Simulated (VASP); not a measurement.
# In (P6_3/mmc) in VASP: a series of runs

The runs below take In through relaxation of shape and atoms at fixed volume, with PBE+D3(BJ).

Everything below comes from runs of VASP 6.6.1. Logs are shortened: lines on timing, memory, paths and dates and some standing lists are left out, and cuts for length are marked.

### 1 The cell of the first run

The structure is hexagonal, space group P6_3/mmc (No. 194). Conventional cell: a = 3.179 Å, b = 3.179 Å, c = 5.276 Å, α = 90.00°, β = 90.00°, γ = 120.00°. In (site symmetry -6m2) has 12 In at 3.18 to 3.21 Å within 4.2 Å.

This isn't the form of In at room conditions, which is tetragonal.

### 2 Relaxation of shape and atoms at fixed volume, PBE+D3(BJ) (23.09 Å³/atom)

The input, INCAR:

```
PREC     = Accurate       # precision mode
ENCUT    = 600            # plane-wave cutoff, eV
EDIFF    = 1E-6           # SCF threshold, eV
ISMEAR   = 0              # smearing method
SIGMA    = 0.1            # smearing width, eV
LREAL    = False          # projectors in reciprocal space
LASPH    = True           # aspherical terms in the spheres
NELM     = 100            # most SCF steps
ALGO     = Fast           # electronic algorithm
ISIF     = 4              # what is computed and relaxed
LWAVE    = False          # write WAVECAR
LCHARG   = False          # write CHGCAR
GGA      = PE             # functional
IVDW     = 12             # dispersion correction
IBRION   = 2              # ionic algorithm
NSW      = 50             # ionic steps
EDIFFG   = -0.01          # ionic threshold
```

The input, KPOINTS:

```
Automatic mesh
0
Gamma
  15 15 8
```

The input, POSCAR:

```
In
1.0
    3.1791813167      0.0000000000      0.0000000000
   -1.5895906583      2.7532517835      0.0000000000
    0.0000000000      0.0000000000      5.2757077995
In
2
Direct
    0.3333333333      0.6666666667      0.2500000000
    0.6666666667      0.3333333333      0.7500000000
```

Potentials or basis: VASP PAW PBE potentials, release 64 (In_d).

Run with:

```console
> cat potpaw_PBE.64/In_d/POTCAR > POTCAR
> mpirun -np 1 vasp_std > vasp.out
```

OUTCAR:

```text
PREC = Accurate
   ENCUT = 600
   EDIFF = 1E-6
   ISMEAR = 0
   LREAL = False
   LASPH = True
   NELM = 100
   ISIF = 4
   GGA = PE
   IVDW = 12
   IBRION = 2
   NSW = 50
   EDIFFG = -0.01
 IVDW          = 12

 ion  position               nearest neighbor table
   1  0.333  0.667  0.250-   2 3.21   2 3.21   2 3.21   2 3.21   2 3.21   2 3.21
   2  0.667  0.333  0.750-   1 3.21   1 3.21   1 3.21   1 3.21   1 3.21   1 3.21

  LATTYP: Found a hexagonal cell.
 ALAT       =     3.1791813167
 C/A-ratio  =     1.6594548325

  Lattice vectors:

 A1 = (   3.1791813167,   0.0000000000,   0.0000000000)
 A2 = (  -1.5895906583,   2.7532517835,   0.0000000000)
 A3 = (   0.0000000000,   0.0000000000,   5.2757077995)

Analysis of symmetry for initial positions (statically):
=====================================================================
 Subroutine PRICEL returns:
 Original cell was already a primitive cell.

 Routine SETGRP: Setting up the symmetry group for a
 hexagonal supercell.

 Subroutine GETGRP returns: Found 24 space group operations
 (whereof 12 operations were pure point group operations)
 out of a pool of 24 trial point group operations.

The static configuration has the point symmetry D_3d.
 The point group associated with its full space group is D_6h.

Analysis of symmetry for dynamics (positions and initial velocities):
=====================================================================
 Subroutine PRICEL returns:
 Original cell was already a primitive cell.

 Routine SETGRP: Setting up the symmetry group for a
 hexagonal supercell.

 Subroutine GETGRP returns: Found 24 space group operations
 (whereof 12 operations were pure point group operations)
 out of a pool of 24 trial point group operations.

The dynamic configuration has the point symmetry D_3d.
 The point group associated with its full space group is D_6h.

 Subroutine INISYM returns: Found 24 space group operations
 (whereof 12 operations are pure point group operations),
 and found     1 'primitive' translations

----------------------------------------------------------------------------------------

                                     Primitive cell

  volume of cell :      46.1787

  direct lattice vectors                    reciprocal lattice vectors
     3.179181317  0.000000000  0.000000000     0.314546388  0.181603442  0.000000000
    -1.589590658  2.753251784  0.000000000     0.000000000  0.363206884  0.000000000
     0.000000000  0.000000000  5.275707800     0.000000000  0.000000000  0.189548026

  length of vectors
     3.179181317  3.179181317  5.275707800     0.363206884  0.363206884  0.189548026

  position of ions in fractional coordinates (direct lattice)
     0.333333333  0.666666667  0.250000000
     0.666666667  0.333333333  0.750000000

  ion indices of the primitive-cell ions
   primitive index   ion index
                 1           1
                 2           2

----------------------------------------------------------------------------------------

 KPOINTS: Automatic mesh

Automatic generation of k-mesh.
 Grid dimensions read from file:
 generate k-points for:   15   15    8

 Generating k-lattice:

  Cartesian coordinates                     Fractional coordinates (reciprocal lattice)
     0.020969759  0.012106896  0.000000000     0.066666667 -0.000000000  0.000000000
     0.000000000  0.024213792  0.000000000     0.000000000  0.066666667  0.000000000
     0.000000000  0.000000000  0.023693503     0.000000000  0.000000000  0.125000000

  Length of vectors
     0.024213792  0.024213792  0.023693503

  Shift w.r.t. Gamma in fractional coordinates (k-lattice)
     0.000000000  0.000000000  0.000000000

 Subroutine IBZKPT returns following result:
 ===========================================

 Found    135 irreducible k-points:

 Following reciprocal coordinates:
            Coordinates               Weight
  0.000000  0.000000  0.000000      1.000000
  0.066667  0.000000  0.000000      6.000000
  0.133333  0.000000  0.000000      6.000000
  0.200000  0.000000  0.000000      6.000000
  0.266667  0.000000  0.000000      6.000000
  0.333333 -0.000000  0.000000      6.000000
[... 16 lines left out ...]
  0.333333  0.200000  0.000000     12.000000
  0.400000  0.200000  0.000000      6.000000
 [... further k-points ...]
   k-points           NKPTS =    135   k-points in BZ     NKDIM =    135   number of bands    NBANDS=     17
   number of dos      NEDOS =    301   number of ions     NIONS =      2
   total plane-waves  NPLWV =  32928
   dimension x,y,z NGX =    28 NGY =   28 NGZ =   42
   dimension x,y,z NGXF=    56 NGYF=   56 NGZF=   84
   ions per type =               2
   NGX,Y,Z   is equivalent  to a cutoff of  14.64, 14.64, 13.23 a.u.
   NGXF,Y,Z  is equivalent  to a cutoff of  29.28, 29.28, 26.47 a.u.
 SYSTEM =  unknown system
   PREC   = accura    normal or accurate (medium, high low for compatibility)
   ISTART =      0    job   : 0-new  1-cont  2-samecut
   ICHARG =      2    charge: 1-file 2-atom 10-const
   ISPIN  =      1    spin polarized calculation?
   LNONCOLLINEAR =      F non collinear calculations
   LSORBIT =      F    spin-orbit coupling
   LASPH  =      T    aspherical Exc in radial PAW
   ENCUT  =  600.0 eV  44.10 Ry    6.64 a.u.   6.35  6.35 10.54*2*pi/ulx,y,z
   NELM   =    100;   NELMIN=  2; NELMDL= -5     # of ELM steps
   EDIFF  = 0.1E-05   stopping-criterion for ELM
   LREAL  =      F    real-space projection
   EDIFFG = -.1E-01   stopping-criterion for IOM
   NSW    =     50    number of steps for IOM
   IBRION =      2    ionic relax: 0-MD 1-quasi-New 2-CG
   NFREE  =      1    steps in history (QN), initial steepest desc. (CG)
   ISIF   =      4    stress and relaxation
   ISYM   =      2    0-nonsym 1-usesym 2-fastsym
   POTIM  = 0.5000    time-step for ionic-motion
   TEBEG  =    0.0;   TEEND  =   0.0 temperature during run
   PSTRESS=    0.0 pullay stress
   NELECT =      26.0000    total number of electrons
   NUPDOWN=      -1.0000    fix difference up-down
   EMIN   =  10.00;   EMAX   =-10.00  energy-range for DOS
   EFERMI =   0.00;   METHOD = LEGACY
   ISMEAR =     0;   SIGMA  =   0.10  broadening in eV -4-tet -1-fermi 0-gaus
   EFERMI_NEDOS =   21; number of points for ismear=-14 and -15
   IALGO  =     68    algorithm
   IMIX   =      4    mixing-type and parameters
     AMIX     =   0.40;   BMIX     =  1.00
     AMIX_MAG =   1.60;   BMIX_MAG =  1.00
  volume/ion in A,a.u.               =      23.09       155.81
  Fermi-wavevector in a.u.,A,eV,Ry     =   1.351819  2.554568 24.863494  1.827415
  Thomas-Fermi vector in A             =   2.479209
   LORBIT       =      0    0 simple, 1 ext, 2 COOP (PROOUT), +10 PAW based schemes
   GGA     = PE    functional components
   LHFCALC =     F    Hartree Fock is set to
   AEXX    =    0.0000 exact exchange contribution
   IVDW    =    12    specifies the selected vdW correction
   LEPSILON=     F    determine dielectric tensor
   LRPA    =     F    only Hartree local field effects (RPA)
 conjugate gradient relaxation of ions
 non-spin polarized calculation
 RMM-DIIS sequential band-by-band and
 Gauss-broadening in eV      SIGMA  =   0.10
  energy-cutoff  :      600.00
  volume of cell :       46.18
 maximum number of plane-waves:      1556
 NGX is ok and might be reduce to    28
   NGX = 13   NGY = 13   NGZ = 21

 number of electron      26.0000010 magnetization

 Free energy of the ion-electron system (eV)
  ---------------------------------------------------
  ext. energy  EPLUGINS =         0.00000000
  ---------------------------------------------------
  free energy    TOTEN  =        -4.87319941 eV

  energy without entropy =       -4.86861455  energy(sigma->0) =       -4.87090698

 E-fermi :   9.0827     XC(G=0): -10.8625

 val. band max:        9.0588404551   @ k =   0.3333   0.1333   0.0000
 cond. band min:       9.0955982722   @ k =   0.4000   0.2000   0.0000
 fundamental gap:      0.0367578171
 Fermi energy:         9.0826699916

 k-point     1 :       0.0000    0.0000    0.0000
  band No.  band energies     occupation
      1      -5.8877      2.00000
      2      -5.7786      2.00000
      3      -5.7287      2.00000
      4      -5.7287      2.00000
      5      -5.6887      2.00000
      6      -5.6887      2.00000
[... 9 lines left out ...]
     16      20.3221      0.00000
     17      20.4862      0.00000

 k-point     2 :       0.0667    0.0000    0.0000
  band No.  band energies     occupation
      1      -5.8769      2.00000
      2      -5.7821      2.00000
      3      -5.7199      2.00000
      4      -5.7106      2.00000
      5      -5.6893      2.00000
      6      -5.6716      2.00000
[... 9 lines left out ...]
     16      19.4316      0.00000
     17      20.6117      0.00000

 k-point     3 :       0.1333    0.0000    0.0000
  band No.  band energies     occupation
      1      -5.8663      2.00000
      2      -5.7807      2.00000
      3      -5.7098      2.00000
      4      -5.6689      2.00000
      5      -5.6590      2.00000
      6      -5.6270      2.00000
[... 9 lines left out ...]
     16      18.7159      0.00000
     17      20.5079      0.00000

 k-point     4 :       0.2000    0.0000    0.0000
  band No.  band energies     occupation
      1      -5.8955      2.00000
      2      -5.7525      2.00000
      3      -5.7138      2.00000
      4      -5.6788      2.00000
      5      -5.6398      2.00000
      6      -5.6053      2.00000
[... 9 lines left out ...]
     16      17.6279      0.00000
     17      18.6310      0.00000
[... 343 lines left out ...]
      1      -5.8667      2.00000
      2      -5.8565      2.00000
      3      -5.7689      2.00000
      4      -5.7174      2.00000
      5      -5.5898      2.00000
      6      -5.5697      2.00000
[... 9 lines left out ...]
     16      13.5015      0.00000
     17      14.5736      0.00000

 k-point    23 :       0.3333    0.2000    0.0000
  band No.  band energies     occupation
      1      -5.9019      2.00000
      2      -5.8772      2.00000
      3      -5.7262      2.00000
      4      -5.7122      2.00000
      5      -5.5998      2.00000
      6      -5.5689      2.00000
[... 9 lines left out ...]
     16      11.8134      0.00000
     17      13.1725      0.00000

 k-point    24 :       0.4000    0.2000    0.0000
  band No.  band energies     occupation
      1      -5.9143      2.00000
      2      -5.8846      2.00000
      3      -5.7115      2.00000
      4      -5.7076      2.00000
      5      -5.6132      2.00000
      6      -5.5517      2.00000
[... 9 lines left out ...]
     16      10.6316      0.00000
     17      12.3766      0.00000

 [... further k-points ...]

------------------------ aborting loop because EDIFF is reached ----------------------------------------

 Edisp (eV)   -0.76969

 E8    (eV) :    -0.3846

  FORCE on cell =-STRESS in cart. coord.  units (eV):
  Direction    XX          YY          ZZ          XY          YZ          ZX
  --------------------------------------------------------------------------------------
  -------------------------------------------------------------------------------------
  Total       2.07051     2.07051     2.06907     0.00000     0.00000     0.00000
  in kB      71.83665    71.83665    71.78674     0.00000     0.00000     0.00000
  external pressure =       71.82 kB  Pullay stress =        0.00 kB

 VOLUME and BASIS-vectors are now :
 -----------------------------------------------------------------------------
  energy-cutoff  :      600.00
  volume of cell :       46.18
      direct lattice vectors                 reciprocal lattice vectors
     3.179181317  0.000000000  0.000000000     0.314546388  0.181603442  0.000000000
    -1.589590658  2.753251784  0.000000000     0.000000000  0.363206884  0.000000000
     0.000000000  0.000000000  5.275707800     0.000000000  0.000000000  0.189548026

 POSITION                                       TOTAL-FORCE (eV/Angst)
 -----------------------------------------------------------------------------------
     -0.00000      1.83550      1.31893         0.000000      0.000000      0.000000
      1.58959      0.91775      3.95678        -0.000000     -0.000000      0.000000
 -----------------------------------------------------------------------------------
    total drift:                                0.000000     -0.000000      0.000000

  FREE ENERGIE OF THE ION-ELECTRON SYSTEM (eV)
  ---------------------------------------------------
  free  energy   TOTEN  =        -5.6428915474 eV

  energy  without entropy=       -5.6383066877  energy(sigma->0) =       -5.64059912

 reached required accuracy - stopping structural energy minimisation
```

It took 93 s on 1 thread of Intel Xeon Platinum 8488C (Sapphire Rapids), shared host; peak memory 0.26 GiB.

What came out:

```yaml
Free_energy: -5.6429 eV
Pressure_after_relaxing: 7.2 GPa
Band_gap_on_the_k_mesh: zero (bands 13 and 14 overlap by 6.97 eV)
Dispersion_energy_per_atom: -0.385 eV
```

Final structure:
```yaml
crystal:
  lattice:
    - [3.17918, 0.00000, 0.00000]
    - [-1.58959, 2.75325, 0.00000]
    - [0.00000, 0.00000, 5.27571]
  atoms:
    - { symbol: In, position: [0.33333, 0.66667, 0.25000] }
    - { symbol: In, position: [0.66667, 0.33333, 0.75000] }
```

Caveat: spin-orbit coupling is left out, which moves the levels of the heavy elements.

### 3 Relaxation of shape and atoms at fixed volume, PBE+D3(BJ) (23.88 Å³/atom)

This run uses another cell than the first one, of 23.88 Å³/atom.

The input, INCAR:

```
SYSTEM = In
ALGO = Fast ; EDIFF = 1E-7
EDIFFG = -0.01 ; ENCUT = 600
GGA = PE ; IBRION = 2
ISIF = 4 ; ISMEAR = 0
IVDW = 12 ; LASPH = .True.
LCHARG = .False. ; LREAL = .False.
LWAVE = .False. ; NELM = 100
NSW = 50 ; PREC = Accurate
SIGMA = 0.1
```

The input, KPOINTS:

```
k-points
0
Gamma
  15 15 8
  0 0 0
```

The input, POSCAR:

```
In
1.0
    3.2257497180      0.0000000000      0.0000000000
   -1.6128748590      2.7935812020      0.0000000000
    0.0000000000      0.0000000000      5.2991805038
In
2
Direct
    0.3333333333      0.6666666667      0.2500000000
    0.6666666667      0.3333333333      0.7500000000
```

Potentials or basis: VASP PAW PBE potentials, release 64 (In_d).

Run with:

```console
> cat potpaw_PBE.64/In_d/POTCAR > POTCAR
> mpirun -np 1 vasp_std > vasp.out
```

It took 3.5 min on 1 thread of Intel Xeon Platinum 8488C (Sapphire Rapids), shared host; peak memory 0.27 GiB.

Results (log left out):

```
Free energy                : -5.7021 eV
Energy gained by relaxing  : 0.1 meV/atom
Ionic steps                : 3
Pressure after relaxing    : 4.9 GPa
Band gap on the k mesh     : zero (bands 13 and 14 overlap by 6.83 eV)
Dispersion energy per atom : -0.372 eV
```

Stress tensor (GPa, compression positive):
```
4.87 0.00 0.00
0.00 4.87 0.00
0.00 0.00 4.96
```

The path:
```
step  energy change (eV)  largest force (eV/Å)  pressure (GPa)  volume (Å³)
   1              0.0000                0.0000            4.92        47.75
   2             -0.0001                0.0000            4.91        47.75
   3             -0.0002                0.0000            4.90        47.75
```

Final structure:
```
In
1.0
     3.22000    0.00000    0.00000
    -1.61000    2.78860    0.00000
     0.00000    0.00000    5.31812
In
2
Direct
  0.33333 0.66667 0.25000
  0.66667 0.33333 0.75000
```

Levels at points of the mesh, in eV from the Fermi level:
| k point | band 9 | band 10 | band 11 | band 12 | band 13 | band 14 | band 15 | band 16 | band 17 |
| --- | --- | --- | --- | --- | --- | --- | --- | --- | --- |
| (0.00, 0.00, 0.00) | -14.39 | -14.39 | -10.24 | -4.52 | -3.87 | 9.13 | 9.13 | 11.07 | 11.13 |
| (0.00, 0.00, 0.50) | -14.47 | -14.47 | -8.76 | -8.76 | 3.15 | 3.15 | 10.24 | 10.24 | 10.24 |

Caveat: spin-orbit coupling is left out, which moves the levels of the heavy elements.

The gap in the log of VASP goes by the Fermi energy; the results here count the filled bands.